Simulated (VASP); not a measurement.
Here is a VASP 6.6.1 calculation.

File INCAR:

```
SYSTEM = KPrI4
PREC = Accurate
ENCUT = 500
EDIFF = 1E-6
ISMEAR = 0
SIGMA = 0.15
LREAL = .FALSE.
LASPH = .TRUE.
NELM = 200
ALGO = Normal
ISIF = 2
LWAVE = .FALSE.
LCHARG = .TRUE.
GGA = PE
LELF = .TRUE.
LVHAR = .TRUE.
NBANDS = 33
GGA_COMPAT = .FALSE.
LMAXMIX = 6
```

KPOINTS

```
regular mesh
0
G
  1 3 3
  0 0 0
```

The input POSCAR:

```
KPrI4
1.0
   11.5382872562      0.0000000000      0.0000000000
    0.0000000000      4.0303879743      3.9855806654
    0.0000000000     -4.0303879743      3.9855806654
K Pr I
1 1 4
Direct
    0.0000000000      0.4078977597      0.4078977597
    0.0000000000      0.9010477057      0.9010477057
    0.1648439623     -0.0910131728      0.4137225551
    0.8351560377      0.4137225551     -0.0910131728
    0.1648439623      0.4137225551     -0.0910131728
    0.8351560377     -0.0910131728      0.4137225551
```

Potentials or basis: VASP PAW PBE potentials, release 64 (K_sv, Pr_3, I), 4f in core.

The run is started by

```sh
$ cat potpaw_PBE.64/K_sv/POTCAR potpaw_PBE.64/Pr_3/POTCAR potpaw_PBE.64/I/POTCAR > POTCAR
$ mpirun -np 1 vasp_std > vasp.out
```

Question: What does it give for the band gap on the k mesh?

Answer: 1.57 eV (least direct gap 1.75 eV).

Question: Estimate the pressure.

Answer: 0.5 GPa.

Question: Predict the largest force.

Answer: 0.072 eV/Å.

Forces in eV/Å, atoms in the order of the input:
```
K    0.000  0.000 -0.040
Pr   0.000  0.000  0.026
I    0.067  0.026  0.003
I   -0.067 -0.026  0.003
I    0.067 -0.026  0.003
I   -0.067  0.026  0.003
```

Caveat: spin-orbit coupling is left out, which moves the levels of the heavy elements; an odd mesh through Γ misses points on the zone boundary, where band edges can lie; the 4f electrons are frozen in the core, so they carry no moment and show no levels. Spin polarisation is off, so any magnetic state and its effect on volume and gap are missing.
